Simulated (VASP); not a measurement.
# W (R-3m) in VASP: single point with PBEsol

Aim: the single point of W with PBEsol.

Everything below comes from runs of VASP 6.6.1. Logs are shortened: lines on timing, memory, paths and dates and some standing lists are left out, and cuts for length are marked.

## Step 1: The cell of the first run

The structure is trigonal, space group R-3m (No. 166). Conventional cell: a = 2.798 Å, b = 2.798 Å, c = 7.402 Å, α = 90.00°, β = 90.00°, γ = 120.00°. W (site symmetry -3m) has 12 W at 2.80 to 2.95 Å within 3.7 Å.

## Step 2: Single point, PBEsol

INCAR reads:

```
PREC = Accurate ; ENCUT = 520
EDIFF = 1E-7 ; ISMEAR = 0
SIGMA = 0.15 ; LREAL = F
LASPH = T ; NELM = 60
ALGO = Fast ; ISIF = 2
LWAVE = F ; LCHARG = F
GGA = PS ; NBANDS = 13
```

KPOINTS reads:

```
regular mesh
0
Gamma
  22 22 22
```

POSCAR reads:

```
W
1.0
    0.1055245513      2.0841098875      2.0841098875
    2.0841098875      0.1055245513      2.0841098875
    2.0841098875      2.0841098875      0.1055245513
W
1
Direct
    0.0000000000      0.0000000000      0.0000000000
```

Potentials or basis: VASP PAW PBE potentials, release 64 (W_sv).

On the command line:

```sh
$ cat potpaw_PBE.64/W_sv/POTCAR > POTCAR
$ mpirun -np 1 vasp_std > vasp.out
```

OUTCAR:

```text
PREC = Accurate
   ENCUT = 520
   EDIFF = 1E-7
   ISMEAR = 0
   LREAL = F
   LASPH = T
   NELM = 60
   ISIF = 2
   GGA = PS

 ion  position               nearest neighbor table
   1  0.000  0.000  0.000-

  LATTYP: Found a trigonal (rhomboedric) cell.
 ALAT       =     2.9492649046
 COS(alpha) =     0.5499279885

  Lattice vectors:

 A1 = (   0.1055245513,   2.0841098875,   2.0841098875)
 A2 = (   2.0841098875,   0.1055245513,   2.0841098875)
 A3 = (   2.0841098875,   2.0841098875,   0.1055245513)

Analysis of symmetry for initial positions (statically):
=====================================================================
 Subroutine PRICEL returns:
 Original cell was already a primitive cell.

 Routine SETGRP: Setting up the symmetry group for a
 trigonal (rhombohedral) supercell.

 Subroutine GETGRP returns: Found 12 space group operations
 (whereof 12 operations were pure point group operations)
 out of a pool of 12 trial point group operations.

The static configuration has the point symmetry D_3d.

Analysis of symmetry for dynamics (positions and initial velocities):
=====================================================================
 Subroutine PRICEL returns:
 Original cell was already a primitive cell.

 Routine SETGRP: Setting up the symmetry group for a
 trigonal (rhombohedral) supercell.

 Subroutine GETGRP returns: Found 12 space group operations
 (whereof 12 operations were pure point group operations)
 out of a pool of 12 trial point group operations.

The dynamic configuration has the point symmetry D_3d.

 Subroutine INISYM returns: Found 12 space group operations
 (whereof 12 operations are pure point group operations),
 and found     1 'primitive' translations

----------------------------------------------------------------------------------------

                                     Primitive cell

  volume of cell :      16.7309

  direct lattice vectors                    reciprocal lattice vectors
     0.105524551  2.084109887  2.084109887    -0.258945454  0.246466155  0.246466155
     2.084109887  0.105524551  2.084109887     0.246466155 -0.258945454  0.246466155
     2.084109887  2.084109887  0.105524551     0.246466155  0.246466155 -0.258945454

  length of vectors
     2.949264905  2.949264905  2.949264905     0.434216398  0.434216398  0.434216398

  position of ions in fractional coordinates (direct lattice)
     0.000000000  0.000000000  0.000000000

  ion indices of the primitive-cell ions
   primitive index   ion index
                 1           1

----------------------------------------------------------------------------------------

 KPOINTS: regular mesh

Automatic generation of k-mesh.
 Grid dimensions read from file:
 generate k-points for:   22   22   22

 Generating k-lattice:

  Cartesian coordinates                     Fractional coordinates (reciprocal lattice)
    -0.011770248  0.011203007  0.011203007     0.045454545  0.000000000 -0.000000000
     0.011203007 -0.011770248  0.011203007     0.000000000  0.045454545 -0.000000000
     0.011203007  0.011203007 -0.011770248     0.000000000  0.000000000  0.045454545

  Length of vectors
     0.019737109  0.019737109  0.019737109

  Shift w.r.t. Gamma in fractional coordinates (k-lattice)
     0.000000000  0.000000000  0.000000000

 Subroutine IBZKPT returns following result:
 ===========================================

 Found   1024 irreducible k-points:

 Following reciprocal coordinates:
            Coordinates               Weight
  0.000000  0.000000  0.000000      1.000000
  0.045455  0.000000  0.000000      6.000000
  0.090909  0.000000  0.000000      6.000000
  0.136364  0.000000 -0.000000      6.000000
  0.181818  0.000000 -0.000000      6.000000
  0.227273  0.000000  0.000000      6.000000
[... 16 lines left out ...]
  0.500000  0.045455 -0.000000     12.000000
 -0.454545  0.045455  0.000000     12.000000
 [... further k-points ...]
   k-points           NKPTS =   1024   k-points in BZ     NKDIM =   1024   number of bands    NBANDS=     13
   number of dos      NEDOS =    301   number of ions     NIONS =      1
   total plane-waves  NPLWV =  13824
   dimension x,y,z NGX =    24 NGY =   24 NGZ =   24
   dimension x,y,z NGXF=    48 NGYF=   48 NGZF=   48
   ions per type =               1
   NGX,Y,Z   is equivalent  to a cutoff of  13.53, 13.53, 13.53 a.u.
   NGXF,Y,Z  is equivalent  to a cutoff of  27.06, 27.06, 27.06 a.u.
 SYSTEM =  unknown system
   PREC   = accura    normal or accurate (medium, high low for compatibility)
   ISTART =      0    job   : 0-new  1-cont  2-samecut
   ICHARG =      2    charge: 1-file 2-atom 10-const
   ISPIN  =      1    spin polarized calculation?
   LNONCOLLINEAR =      F non collinear calculations
   LSORBIT =      F    spin-orbit coupling
   LASPH  =      T    aspherical Exc in radial PAW
   ENCUT  =  520.0 eV  38.22 Ry    6.18 a.u.   5.48  5.48  5.48*2*pi/ulx,y,z
   NELM   =     60;   NELMIN=  2; NELMDL= -5     # of ELM steps
   EDIFF  = 0.1E-06   stopping-criterion for ELM
   LREAL  =      F    real-space projection
   EDIFFG = 0.1E-05   stopping-criterion for IOM
   NSW    =      0    number of steps for IOM
   IBRION =     -1    ionic relax: 0-MD 1-quasi-New 2-CG
   NFREE  =      0    steps in history (QN), initial steepest desc. (CG)
   ISIF   =      2    stress and relaxation
   ISYM   =      2    0-nonsym 1-usesym 2-fastsym
   POTIM  = 0.5000    time-step for ionic-motion
   TEBEG  =    0.0;   TEEND  =   0.0 temperature during run
   PSTRESS=    0.0 pullay stress
   NELECT =      14.0000    total number of electrons
   NUPDOWN=      -1.0000    fix difference up-down
   EMIN   =  10.00;   EMAX   =-10.00  energy-range for DOS
   EFERMI =   0.00;   METHOD = LEGACY
   ISMEAR =     0;   SIGMA  =   0.15  broadening in eV -4-tet -1-fermi 0-gaus
   EFERMI_NEDOS =   21; number of points for ismear=-14 and -15
   IALGO  =     68    algorithm
   IMIX   =      4    mixing-type and parameters
     AMIX     =   0.40;   BMIX     =  1.00
     AMIX_MAG =   1.60;   BMIX_MAG =  1.00
  volume/ion in A,a.u.               =      16.73       112.91
  Fermi-wavevector in a.u.,A,eV,Ry     =   1.542688  2.915258 32.380324  2.379887
  Thomas-Fermi vector in A             =   2.648457
   LORBIT       =      0    0 simple, 1 ext, 2 COOP (PROOUT), +10 PAW based schemes
   GGA     = PS    functional components
   LHFCALC =     F    Hartree Fock is set to
   AEXX    =    0.0000 exact exchange contribution
   IVDW    =     0    specifies the selected vdW correction
   LEPSILON=     F    determine dielectric tensor
   LRPA    =     F    only Hartree local field effects (RPA)
 non-spin polarized calculation
 RMM-DIIS sequential band-by-band and
 Gauss-broadening in eV      SIGMA  =   0.15
  energy-cutoff  :      520.00
  volume of cell :       16.73
 maximum number of plane-waves:       462
 NGX is ok and might be reduce to    24
   NGX = 11   NGY = 11   NGZ = 11

 number of electron      13.9999999 magnetization

 Free energy of the ion-electron system (eV)
  ---------------------------------------------------
  ext. energy  EPLUGINS =         0.00000000
  ---------------------------------------------------
  free energy    TOTEN  =       -13.30302136 eV

  energy without entropy =      -13.29234491  energy(sigma->0) =      -13.29768314

 E-fermi :  10.1557     XC(G=0): -13.4430

 val. band max:       10.1552130394   @ k =   0.2273   0.1818  -0.0000
 cond. band min:      10.1574186687   @ k =  -0.4091   0.0909   0.0909
 fundamental gap:      0.0022056293
 Fermi energy:        10.1557294938

 k-point     1 :       0.0000    0.0000    0.0000
  band No.  band energies     occupation
      1     -63.6195      2.00000
      2     -27.4251      2.00000
      3     -27.1753      2.00000
      4     -27.1753      2.00000
      5       1.1602      2.00000
      6       8.6377      2.00000
      7       9.8873      1.98863
      8       9.8873      1.98863
      9      12.6584      0.00000
     10      12.6584      0.00000
     11      22.7936      0.00000
     12      26.7886      0.00000
     13      28.6784      0.00000

 k-point     2 :       0.0455    0.0000    0.0000
  band No.  band energies     occupation
      1     -63.6173      2.00000
      2     -27.4283      2.00000
      3     -27.2001      2.00000
      4     -27.1796      2.00000
      5       1.2536      2.00000
      6       8.6795      2.00000
      7       9.8083      1.99895
      8       9.9480      1.94978
      9      12.5952      0.00000
     10      12.6124      0.00000
     11      22.9893      0.00000
     12      26.9176      0.00000
     13      28.2333      0.00000

 k-point     3 :       0.0909    0.0000    0.0000
  band No.  band energies     occupation
      1     -63.6106      2.00000
      2     -27.4392      2.00000
      3     -27.2704      2.00000
      4     -27.1923      2.00000
      5       1.5273      2.00000
      6       8.7928      2.00000
      7       9.5974      2.00000
      8      10.1208      1.25786
      9      12.4307      0.00000
     10      12.4915      0.00000
     11      23.5286      0.00000
     12      26.8073      0.00000
     13      27.9062      0.00000

 k-point     4 :       0.1364    0.0000   -0.0000
  band No.  band energies     occupation
      1     -63.6001      2.00000
      2     -27.4703      2.00000
      3     -27.3662      2.00000
      4     -27.2123      2.00000
      5       1.9605      2.00000
      6       8.9236      2.00000
      7       9.3373      2.00000
      8      10.3691      0.04428
      9      12.2341      0.00000
     10      12.3515      0.00000
     11      24.1937      0.00000
     12      26.0754      0.00000
     13      28.6323      0.00000

 k-point     5 :       0.1818    0.0000   -0.0000
  band No.  band energies     occupation
      1     -63.5866      2.00000
      2     -27.5720      2.00000
      3     -27.4249      2.00000
      4     -27.2378      2.00000
      5       2.5153      2.00000
      6       8.8778      2.00000
      7       9.2408      2.00000
      8      10.6003      0.00003
      9      12.1067      0.00000
     10      12.3069      0.00000
     11      24.1639      0.00000
     12      26.1536      0.00000
     13      29.7428      0.00000

 k-point     6 :       0.2273    0.0000    0.0000
  band No.  band energies     occupation
      1     -63.5712      2.00000
      2     -27.7273      2.00000
      3     -27.4492      2.00000
      4     -27.2667      2.00000
      5       3.1304      2.00000
      6       8.7075      2.00000
      7       9.2657      2.00000
      8      10.6723      0.00000
      9      12.1568      0.00000
     10      12.5166      0.00000
     11      23.4280      0.00000
     12      26.9319      0.00000
     13      31.0208      0.00000

 k-point     7 :       0.2727   -0.0000   -0.0000
  band No.  band energies     occupation
      1     -63.5551      2.00000
      2     -27.8932      2.00000
      3     -27.4670      2.00000
      4     -27.2966      2.00000
      5       3.7156      2.00000
      6       8.6812      2.00000
      7       9.2015      2.00000
      8      10.5619      0.00013
      9      12.4351      0.00000
     10      13.0071      0.00000
     11      22.6505      0.00000
     12      27.1355      0.00000
     13      31.8797      0.00000
[... 193 lines left out ...]
 k-point    20 :       0.3636    0.0455   -0.0000
  band No.  band energies     occupation
      1     -63.5300      2.00000
      2     -28.1328      2.00000
      3     -27.5035      2.00000
      4     -27.3495      2.00000
      5       4.4422      2.00000
      6       8.8875      2.00000
      7       9.2281      2.00000
      8      10.1749      0.85677
      9      13.3102      0.00000
     10      14.1671      0.00000
     11      21.6864      0.00000
     12      25.2873      0.00000
     13      29.7338      0.00000

 k-point    21 :       0.4091    0.0455    0.0000
  band No.  band energies     occupation
      1     -63.5182      2.00000
      2     -28.2489      2.00000
      3     -27.5128      2.00000
      4     -27.3733      2.00000
      5       4.6078      2.00000
      6       8.7492      2.00000
      7       9.7821      1.99957
      8      10.0534      1.66546
      9      13.8263      0.00000
     10      14.8238      0.00000
     11      21.1262      0.00000
     12      24.0128      0.00000
     13      28.5953      0.00000

 k-point    22 :       0.4545    0.0455    0.0000
  band No.  band energies     occupation
      1     -63.5099      2.00000
      2     -28.3296      2.00000
      3     -27.5180      2.00000
      4     -27.3905      2.00000
      5       4.6681      2.00000
      6       8.6374      2.00000
      7       9.8398      1.99710
      8      10.4898      0.00163
      9      14.2153      0.00000
     10      15.3640      0.00000
     11      20.6891      0.00000
     12      23.0671      0.00000
     13      27.7914      0.00000

 k-point    23 :       0.5000    0.0455   -0.0000
  band No.  band energies     occupation
      1     -63.5058      2.00000
      2     -28.3692      2.00000
      3     -27.5189      2.00000
      4     -27.3997      2.00000
      5       4.6839      2.00000
      6       8.5855      2.00000
      7       9.7919      1.99940
      8      10.8244      0.00000
      9      14.3882      0.00000
     10      15.6907      0.00000
     11      20.4642      0.00000
     12      22.5957      0.00000
     13      27.4540      0.00000

 k-point    24 :      -0.4545    0.0455    0.0000
  band No.  band energies     occupation
      1     -63.5063      2.00000
      2     -28.3649      2.00000
      3     -27.5157      2.00000
      4     -27.4002      2.00000
      5       4.6835      2.00000
      6       8.6023      2.00000
      7       9.8038      1.99909
      8      10.7136      0.00000
      9      14.3056      0.00000
     10      15.7301      0.00000
     11      20.5406      0.00000
     12      22.6588      0.00000
     13      27.6117      0.00000

 [... further k-points ...]
[... 5 lines left out ...]
  --------------------------------------------------------------------------------------
  -------------------------------------------------------------------------------------
  Total       -1.1666581     -1.1666581     -1.1666581     -0.0701711     -0.0701711     -0.0701711
  in kB     -111.7213287   -111.7213287   -111.7213287     -6.7197163     -6.7197163     -6.7197163
  external PRESSURE =    -111.7213287 kB  Pullay stress =       0.0000000 kB

 VOLUME and BASIS-vectors are now :
 -----------------------------------------------------------------------------
  energy-cutoff  :      520.00
  volume of cell :       16.73
      direct lattice vectors                 reciprocal lattice vectors
     0.105524551  2.084109887  2.084109887    -0.258945454  0.246466155  0.246466155
     2.084109887  0.105524551  2.084109887     0.246466155 -0.258945454  0.246466155
     2.084109887  2.084109887  0.105524551     0.246466155  0.246466155 -0.258945454

 POSITION                                       TOTAL-FORCE (eV/Angst)
 -----------------------------------------------------------------------------------
      0.00000      0.00000      0.00000        -0.000000      0.000000      0.000000
 -----------------------------------------------------------------------------------
    total drift:                               -0.000000     -0.000000     -0.000000

  FREE ENERGIE OF THE ION-ELECTRON SYSTEM (eV)
  ---------------------------------------------------
  free  energy   TOTEN  =       -13.3030213624 eV

  energy  without entropy=      -13.2923449125  energy(sigma->0) =      -13.29768314
```

It took 8.3 min on 1 thread of AMD EPYC 7R13, shared host; peak memory 0.29 GiB.

What came out:

| Item | Value |
| --- | --- |
| Free energy | -13.3030 eV |
| Pressure | -11.2 GPa |
| Band gap on the k mesh | zero (band 7 reaches 13.05 eV, above the bottom of band 8 at 9.54 eV) |

Levels at points of the mesh, in eV from the Fermi level:
```tsv
k point	band 5	band 6	band 7	band 8	band 9	band 10
(0.00, 0.00, 0.00)	-9.00	-1.52	-0.27	-0.27	2.50	2.50
(0.50, 0.00, 0.00)	-5.55	-1.60	-0.26	0.78	4.19	5.47
(0.50, 0.50, 0.00)	-5.46	-4.52	2.89	4.55	5.38	5.82
(0.50, 0.50, 0.50)	-5.78	-0.60	-0.60	-0.24	4.59	4.59
```

Caveat: the PAW data sets were made with another functional, which shifts forces and pressure a little; spin-orbit coupling is left out, which moves the levels of the heavy elements.
